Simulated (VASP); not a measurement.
Sc:

```
Sc
1.0
     0.00000    2.26000    2.26000
     2.26000    0.00000    2.26000
     2.26000    2.26000    0.00000
Sc
1
Direct
  0.00000 0.00000 0.00000
```

This isn't the form of Sc at room conditions, which is hcp.

```yaml
Program: VASP 6.6.1
Task: relaxation of cell and atoms
Functional: r2SCAN
Dispersion: D3(BJ)
Potentials_or_basis: VASP PAW PBE potentials, release 64 (Sc_sv)
Cutoff: 600 eV
k_mesh: 10 × 10 × 10
Occupations: fermi-dirac, width 0.01 eV
Spin: collinear spin
Starting_moments: "[0.6] μB"
```

At the start: pressure 4.1 GPa; volume 23.09 Å³/atom.

How do energy, volume and symmetry change on relaxing?

Over 4 steps the energy falls by 19.2 meV/atom and the volume is 24.71 Å³/atom (+7.0 %); space group Fm-3m (No. 225, to 0.1 Å) before and after; moment 0.36 μB per cell.

Step by step:
```csv
step,energy change (eV),largest force (eV/Å),pressure (GPa),volume (Å³)
1,0.0000,0.0000,4.06,23.09
2,-0.0181,0.0000,-0.89,25.09
3,-0.0192,0.0000,0.08,24.68
4,-0.0192,0.0000,-0.02,24.71
```

Final structure:
```
Sc
1.0
     0.00000    2.31178    2.31178
     2.31178    0.00000    2.31178
     2.31178    2.31178    0.00000
Sc
1
Direct
  0.00000 0.00000 0.00000
```

Caveat: the PAW data sets were made with another functional, which shifts forces and pressure a little.
